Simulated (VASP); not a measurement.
# NbTe (P-6m2) in VASP: further runs

NbTe is run at these levels: PBE; tasks: single point.

All numbers are computed with VASP 6.6.1; they aren't measurements. Logs are shortened: lines on timing, memory, paths and dates and some standing lists are left out, and cuts for length are marked.

**1. The cell of the first run**

Symmetry: P-6m2, No. 187, hexagonal system. Conventional cell: a = 3.549 Å, b = 3.549 Å, c = 3.540 Å, α = 90.00°, β = 90.00°, γ = 120.00°. Within 3.6 Å of Nb (site symmetry -6m2) lie 6 Te at 2.71 Å and 8 Nb at 3.54 to 3.55 Å. Within 3.6 Å of Te (site symmetry -6m2) lie 6 Nb at 2.71 Å and 8 Te at 3.54 to 3.55 Å.

**2. Single point, PBE**

The input, INCAR:

```
ALGO = Normal
EDIFF = 1E-6
ENCUT = 520
GGA = PE
ISIF = 2
ISMEAR = 0
LASPH = T
LCHARG = F
LREAL = F
LWAVE = F
NBANDS = 16
NELM = 80
PREC = Accurate
SIGMA = 0.1
```

The input, KPOINTS:

```
k-points
0
Gamma
  9 9 8
```

The input, POSCAR:

```
NbTe
1.0
    3.5485006308      0.0000000000      0.0000000000
   -1.7742503154      3.0730921194      0.0000000000
    0.0000000000      0.0000000000      3.5401031883
Nb Te
1 1
Direct
    0.0000000000      0.0000000000      0.5000000000
    0.6666666667      0.3333333333      0.0000000000
```

Potentials or basis: VASP PAW PBE potentials, release 64 (Nb_sv, Te).

On the command line:

```console
> cat potpaw_PBE.64/Nb_sv/POTCAR potpaw_PBE.64/Te/POTCAR > POTCAR
> mpirun -np 1 vasp_std > vasp.out
```

OUTCAR:

```text
EDIFF = 1E-6
   ENCUT = 520
   GGA = PE
   ISIF = 2
   ISMEAR = 0
   LASPH = T
   LREAL = F
   NELM = 80
   PREC = Accurate

 ion  position               nearest neighbor table
   1  0.000  0.000  0.500-   2 2.71   2 2.71   2 2.71   2 2.71   2 2.71   2 2.71
   2  0.667  0.333  0.000-   1 2.71   1 2.71   1 2.71   1 2.71   1 2.71   1 2.71

  LATTYP: Found a hexagonal cell.
 ALAT       =     3.5485006308
 C/A-ratio  =     0.9976335237

  Lattice vectors:

 A1 = (   3.5485006308,   0.0000000000,   0.0000000000)
 A2 = (  -1.7742503154,   3.0730921194,   0.0000000000)
 A3 = (   0.0000000000,   0.0000000000,   3.5401031883)

Analysis of symmetry for initial positions (statically):
=====================================================================
 Subroutine PRICEL returns:
 Original cell was already a primitive cell.

 Routine SETGRP: Setting up the symmetry group for a
 hexagonal supercell.

 Subroutine GETGRP returns: Found 12 space group operations
 (whereof 12 operations were pure point group operations)
 out of a pool of 24 trial point group operations.

The static configuration has the point symmetry D_3h.

Analysis of symmetry for dynamics (positions and initial velocities):
=====================================================================
 Subroutine PRICEL returns:
 Original cell was already a primitive cell.

 Routine SETGRP: Setting up the symmetry group for a
 hexagonal supercell.

 Subroutine GETGRP returns: Found 12 space group operations
 (whereof 12 operations were pure point group operations)
 out of a pool of 24 trial point group operations.

The dynamic configuration has the point symmetry D_3h.

 Subroutine INISYM returns: Found 12 space group operations
 (whereof 12 operations are pure point group operations),
 and found     1 'primitive' translations

----------------------------------------------------------------------------------------

                                     Primitive cell

  volume of cell :      38.6044

  direct lattice vectors                    reciprocal lattice vectors
     3.548500631  0.000000000  0.000000000     0.281809165  0.162702575  0.000000000
    -1.774250315  3.073092119  0.000000000     0.000000000  0.325405149  0.000000000
     0.000000000  0.000000000  3.540103188     0.000000000  0.000000000  0.282477642

  length of vectors
     3.548500631  3.548501001  3.540103188     0.325405183  0.325405149  0.282477642

  position of ions in fractional coordinates (direct lattice)
     0.000000000  0.000000000  0.500000000
     0.666666667  0.333333333  0.000000000

  ion indices of the primitive-cell ions
   primitive index   ion index
                 1           1
                 2           2

----------------------------------------------------------------------------------------

 KPOINTS: k-points

Automatic generation of k-mesh.
 Grid dimensions read from file:
 generate k-points for:    9    9    8

 Generating k-lattice:

  Cartesian coordinates                     Fractional coordinates (reciprocal lattice)
     0.031312129  0.018078064  0.000000000     0.111111111  0.000000000  0.000000000
     0.000000000  0.036156128  0.000000000     0.000000000  0.111111111  0.000000000
     0.000000000  0.000000000  0.035309705     0.000000000  0.000000000  0.125000000

  Length of vectors
     0.036156131  0.036156128  0.035309705

  Shift w.r.t. Gamma in fractional coordinates (k-lattice)
     0.000000000  0.000000000  0.000000000

 Subroutine IBZKPT returns following result:
 ===========================================

 Found     60 irreducible k-points:

 Following reciprocal coordinates:
            Coordinates               Weight
  0.000000  0.000000  0.000000      1.000000
  0.111111  0.000000  0.000000      6.000000
  0.222222 -0.000000  0.000000      6.000000
  0.333333  0.000000  0.000000      6.000000
  0.444444 -0.000000  0.000000      6.000000
  0.111111  0.111111  0.000000      6.000000
[... 16 lines left out ...]
  0.333333  0.222222  0.125000     24.000000
  0.333333  0.333333  0.125000      4.000000
 [... further k-points ...]
   k-points           NKPTS =     60   k-points in BZ     NKDIM =     60   number of bands    NBANDS=     16
   number of dos      NEDOS =    301   number of ions     NIONS =      2
   total plane-waves  NPLWV =  21952
   dimension x,y,z NGX =    28 NGY =   28 NGZ =   28
   dimension x,y,z NGXF=    56 NGYF=   56 NGZF=   56
   ions per type =               1   1
   NGX,Y,Z   is equivalent  to a cutoff of  13.12, 13.12, 13.15 a.u.
   NGXF,Y,Z  is equivalent  to a cutoff of  26.24, 26.24, 26.30 a.u.
 SYSTEM =  unknown system
   PREC   = accura    normal or accurate (medium, high low for compatibility)
   ISTART =      0    job   : 0-new  1-cont  2-samecut
   ICHARG =      2    charge: 1-file 2-atom 10-const
   ISPIN  =      1    spin polarized calculation?
   LNONCOLLINEAR =      F non collinear calculations
   LSORBIT =      F    spin-orbit coupling
   LASPH  =      T    aspherical Exc in radial PAW
   ENCUT  =  520.0 eV  38.22 Ry    6.18 a.u.   6.60  6.60  6.58*2*pi/ulx,y,z
   NELM   =     80;   NELMIN=  2; NELMDL= -5     # of ELM steps
   EDIFF  = 0.1E-05   stopping-criterion for ELM
   LREAL  =      F    real-space projection
   EDIFFG = 0.1E-04   stopping-criterion for IOM
   NSW    =      0    number of steps for IOM
   IBRION =     -1    ionic relax: 0-MD 1-quasi-New 2-CG
   NFREE  =      0    steps in history (QN), initial steepest desc. (CG)
   ISIF   =      2    stress and relaxation
   ISYM   =      2    0-nonsym 1-usesym 2-fastsym
   POTIM  = 0.5000    time-step for ionic-motion
   TEBEG  =    0.0;   TEEND  =   0.0 temperature during run
   PSTRESS=    0.0 pullay stress
   NELECT =      19.0000    total number of electrons
   NUPDOWN=      -1.0000    fix difference up-down
   EMIN   =  10.00;   EMAX   =-10.00  energy-range for DOS
   EFERMI =   0.00;   METHOD = LEGACY
   ISMEAR =     0;   SIGMA  =   0.10  broadening in eV -4-tet -1-fermi 0-gaus
   EFERMI_NEDOS =   21; number of points for ismear=-14 and -15
   IALGO  =     38    algorithm
   IMIX   =      4    mixing-type and parameters
     AMIX     =   0.40;   BMIX     =  1.00
     AMIX_MAG =   1.60;   BMIX_MAG =  1.00
  volume/ion in A,a.u.               =      19.30       130.26
  Fermi-wavevector in a.u.,A,eV,Ry     =   1.292550  2.442565 22.731044  1.670685
  Thomas-Fermi vector in A             =   2.424251
   LORBIT       =      0    0 simple, 1 ext, 2 COOP (PROOUT), +10 PAW based schemes
   GGA     = PE    functional components
   LHFCALC =     F    Hartree Fock is set to
   AEXX    =    0.0000 exact exchange contribution
   IVDW    =     0    specifies the selected vdW correction
   LEPSILON=     F    determine dielectric tensor
   LRPA    =     F    only Hartree local field effects (RPA)
 non-spin polarized calculation
 Gauss-broadening in eV      SIGMA  =   0.10
  energy-cutoff  :      520.00
  volume of cell :       38.60
 maximum number of plane-waves:      1059
 NGX is ok and might be reduce to    28
   NGX = 13   NGY = 13   NGZ = 13

 number of electron      18.9999999 magnetization

 Free energy of the ion-electron system (eV)
  ---------------------------------------------------
  ext. energy  EPLUGINS =         0.00000000
  ---------------------------------------------------
  free energy    TOTEN  =       -13.36257135 eV

  energy without entropy =      -13.35570296  energy(sigma->0) =      -13.35913716

 E-fermi :  12.9379     XC(G=0): -11.9046

 val. band max:       12.9128637002   @ k =   0.1111   0.0000   0.2500
 cond. band min:      12.9439051182   @ k =   0.1111   0.1111   0.0000
 fundamental gap:      0.0310414180
 Fermi energy:        12.9379407344

 k-point     1 :       0.0000    0.0000    0.0000
  band No.  band energies     occupation
      1     -42.4407      2.00000
      2     -18.6935      2.00000
      3     -18.4772      2.00000
      4     -18.4772      2.00000
      5      -2.1075      2.00000
      6       9.3656      2.00000
[... 8 lines left out ...]
     15      19.2780      0.00000
     16      20.4988      0.00000

 k-point     2 :       0.1111    0.0000    0.0000
  band No.  band energies     occupation
      1     -42.4387      2.00000
      2     -18.6887      2.00000
      3     -18.5049      2.00000
      4     -18.4835      2.00000
      5      -1.9243      2.00000
      6       8.7148      2.00000
[... 8 lines left out ...]
     15      19.2225      0.00000
     16      21.2141      0.00000

 k-point     3 :       0.2222   -0.0000    0.0000
  band No.  band energies     occupation
      1     -42.4335      2.00000
      2     -18.6765      2.00000
      3     -18.5744      2.00000
      4     -18.4996      2.00000
      5      -1.4119      2.00000
      6       7.4621      2.00000
[... 8 lines left out ...]
     15      20.1316      0.00000
     16      22.1451      0.00000

 k-point     4 :       0.3333    0.0000    0.0000
  band No.  band energies     occupation
      1     -42.4276      2.00000
      2     -18.6626      2.00000
      3     -18.6521      2.00000
      4     -18.5178      2.00000
      5      -0.7002      2.00000
      6       6.1216      2.00000
[... 8 lines left out ...]
     15      20.4378      0.00000
     16      22.3523      0.00000
[... 324 lines left out ...]
 k-point    22 :       0.2222    0.2222    0.1250
  band No.  band energies     occupation
      1     -42.4235      2.00000
      2     -18.6829      2.00000
      3     -18.6514      2.00000
      4     -18.5508      2.00000
      5      -0.2617      2.00000
      6       6.1928      2.00000
[... 8 lines left out ...]
     15      20.4134      0.00000
     16      22.1111      0.00000

 k-point    23 :       0.3333    0.2222    0.1250
  band No.  band energies     occupation
      1     -42.4206      2.00000
      2     -18.6751      2.00000
      3     -18.6699      2.00000
      4     -18.5791      2.00000
      5       0.1876      2.00000
      6       5.7623      2.00000
[... 8 lines left out ...]
     15      20.7358      0.00000
     16      22.1478      0.00000

 k-point    24 :       0.3333    0.3333    0.1250
  band No.  band energies     occupation
      1     -42.4196      2.00000
      2     -18.6718      2.00000
      3     -18.6529      2.00000
      4     -18.6133      2.00000
      5       0.3476      2.00000
      6       6.1051      2.00000
[... 8 lines left out ...]
     15      20.6565      0.00000
     16      21.0126      0.00000

 [... further k-points ...]

------------------------ aborting loop because EDIFF is reached ----------------------------------------

  FORCE on cell =-STRESS in cart. coord.  units (eV):
  Direction    XX          YY          ZZ          XY          YZ          ZX
  --------------------------------------------------------------------------------------
  -------------------------------------------------------------------------------------
  Total        4.1985483      4.1985495      5.7587728      0.0000000     -0.0000000      0.0000000
  in kB      174.2502258    174.2502743    239.0034318      0.0000000     -0.0000000      0.0000000
  external PRESSURE =     195.8346440 kB  Pullay stress =       0.0000000 kB

 VOLUME and BASIS-vectors are now :
 -----------------------------------------------------------------------------
  energy-cutoff  :      520.00
  volume of cell :       38.60
      direct lattice vectors                 reciprocal lattice vectors
     3.548500631  0.000000000  0.000000000     0.281809165  0.162702575  0.000000000
    -1.774250315  3.073092119  0.000000000     0.000000000  0.325405149  0.000000000
     0.000000000  0.000000000  3.540103188     0.000000000  0.000000000  0.282477642

 POSITION                                       TOTAL-FORCE (eV/Angst)
 -----------------------------------------------------------------------------------
      0.00000      0.00000      1.77005         0.000000      0.000000      0.000000
      1.77425      1.02436      0.00000        -0.000000     -0.000000      0.000000
 -----------------------------------------------------------------------------------
    total drift:                               -0.000000     -0.000008      0.000000

  FREE ENERGIE OF THE ION-ELECTRON SYSTEM (eV)
  ---------------------------------------------------
  free  energy   TOTEN  =       -13.3625713532 eV

  energy  without entropy=      -13.3557029633  energy(sigma->0) =      -13.35913716
```

It took 26 s on 1 thread of AMD EPYC 7R13 (Zen 3), shared host; peak memory 0.15 GiB.

Results:

| Quantity | Value |
| --- | --- |
| Free energy | -13.3626 eV |
| Pressure | 19.6 GPa |
| Band gap on the k mesh | zero (an odd number of electrons rules out a gap without spin polarisation) |

Caveat: the cell stands under pressure; spin-orbit coupling is left out, which moves the levels of the heavy elements.

**3. Single point, PBE**

This run uses another cell than the first one, of 20.18 Å³/atom.

The input, INCAR:

```
SYSTEM = NbTe
PREC = Accurate
ENCUT = 520
EDIFF = 1E-6
ISMEAR = 0
SIGMA = 0.1
LREAL = .FALSE.
LASPH = .TRUE.
NELM = 80
ALGO = Normal
ISIF = 2
LWAVE = .FALSE.
LCHARG = .FALSE.
GGA = PE
NBANDS = 16
```

The input, KPOINTS:

```
regular mesh
0
G
  9 9 8
  0 0 0
```

The input, POSCAR:

```
NbTe
1.0
    3.6014711362      0.0000000000      0.0000000000
   -1.8007355681      3.1189659291      0.0000000000
    0.0000000000      0.0000000000      3.5929483403
Nb Te
1 1
Direct
    0.0000000000      0.0000000000      0.5000000000
    0.6666666667      0.3333333333      0.0000000000
```

Potentials or basis: VASP PAW PBE potentials, release 64 (Nb_sv, Te).

On the command line:

```console
> cat potpaw_PBE.64/Nb_sv/POTCAR potpaw_PBE.64/Te/POTCAR > POTCAR
> mpirun -np 1 vasp_std > vasp.out
```

Wall time 24 s (1 thread of AMD EPYC 7R13 (Zen 3), shared host); peak memory 0.15 GiB.

It converged, with:

| Quantity | Value |
| --- | --- |
| Free energy | -13.5299 eV |
| Pressure | 11.2 GPa |
| Band gap on the k mesh | zero (an odd number of electrons rules out a gap without spin polarisation) |

Stress tensor (GPa, compression positive):
```
 9.84  0.00  0.00
 0.00  9.84  0.00
 0.00  0.00 13.95
```

Levels at points of the mesh, in eV from the Fermi level:
```tsv
k point	band 6	band 7	band 8	band 9	band 10	band 11	band 12	band 13
(0.00, 0.00, 0.00)	-3.35	-3.34	-3.34	-2.28	0.17	0.17	2.82	2.82
(0.00, 0.00, 0.50)	-7.98	-2.72	-2.72	-1.08	-1.08	0.81	1.85	1.85
```

Caveat: the cell stands under pressure; spin-orbit coupling is left out, which moves the levels of the heavy elements.

**4. Single point, PBE**

This run uses another cell than the first one, of 21.06 Å³/atom.

The input, INCAR:

```
PREC = Accurate
ENCUT = 520
EDIFF = 1E-6
ISMEAR = 0
SIGMA = 0.1
LREAL = F
LASPH = T
NELM = 100
ALGO = Normal
ISIF = 2
LWAVE = F
LCHARG = F
GGA = PE
NBANDS = 16
```

The input, KPOINTS:

```
regular mesh
0
Gamma
  9 9 8
```

The input, POSCAR:

```
NbTe
1.0
    3.6529276759      0.0000000000      0.0000000000
   -1.8264638379      3.1635286059      0.0000000000
    0.0000000000      0.0000000000      3.6442831093
Nb Te
1 1
Direct
    0.0000000000      0.0000000000      0.5000000000
    0.6666666667      0.3333333333      0.0000000000
```

On the command line:

```console
> cat potpaw_PBE.64/Nb_sv/POTCAR potpaw_PBE.64/Te/POTCAR > POTCAR
> mpirun -np 1 vasp_std > vasp.out
```

It took 24 s on 1 thread of AMD EPYC 7R13 (Zen 3), shared host; peak memory 0.15 GiB.

Results (log left out):

* Free energy: -13.6153 eV
* Pressure: 4.5 GPa
* Band gap on the k mesh: zero (an odd number of electrons rules out a gap without spin polarisation)

Stress tensor (GPa, compression positive):
```
3.81 0.00 0.00
0.00 3.81 0.00
0.00 0.00 6.01
```

Levels at points of the mesh, in eV from the Fermi level:
| k point | band 5 | band 6 | band 7 | band 8 | band 9 | band 10 | band 11 | band 12 | band 13 | band 14 |
| --- | --- | --- | --- | --- | --- | --- | --- | --- | --- | --- |
| (0.00, 0.00, 0.00) | -14.47 | -3.23 | -3.23 | -3.15 | -2.30 | 0.17 | 0.17 | 2.64 | 2.64 | 3.16 |
| (0.00, 0.00, 0.50) | -13.00 | -7.74 | -2.65 | -2.65 | -1.01 | -1.01 | 0.75 | 1.76 | 1.76 | 5.53 |

Caveat: the cell stands under pressure; spin-orbit coupling is left out, which moves the levels of the heavy elements.

(Part 1 of 2 ends here.)
